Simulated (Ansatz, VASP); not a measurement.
# One calculation of AlNi3, two programs

```
Ni Al
1.0
     3.52305    0.00000    0.00000
     0.00000    3.52305    0.00000
     0.00000    0.00000    3.52305
Ni Al
3 1
Direct
  0.50000 0.50000 0.00000
  0.50000 0.00000 0.50000
  0.00000 0.50000 0.50000
  0.00000 0.00000 0.00000
```

Alike in both runs: task single point; functional PBE; k mesh 8 × 8 × 8; occupations gaussian, width 0.027 eV; collinear spin.

|  | VASP | Ansatz |
| --- | --- | --- |
| version | VASP 6.6.1 | Ansatz 0.2.0 |
| potentials or method | VASP PAW PBE potentials, release 64 (Ni, Al) | Ansatz PAW |
| plane-wave cutoff (eV) | 520 | 420 |
| valence electrons in the cell | 33 | 57 |

Ansatz gave:

```
gap on the k mesh at the Fermi level (eV)                     : none
pressure (GPa)                                                : 7.4
net moment per atom (μB)                                      : 0.20
size of the moment on the site where the two differ most (μB) : 0.30
```

**Question.** What did VASP give for the same quantities?

**Answer.** gap on the k mesh at the Fermi level (eV): none; pressure (GPa): 7.4; net moment per atom (μB): 0.19; size of the moment on the site where the two differ most (μB): 0.27.

Site moments also hang on the region over which each program counts them. A gap of «none» marks a metal or a gap that the smearing closes. The functional is the same, so the differences come from potentials, cutoffs and numerics. VASP's potentials hold 33 valence electrons a cell and Ansatz's 57, so a difference there can come from the potentials and not from the codes.
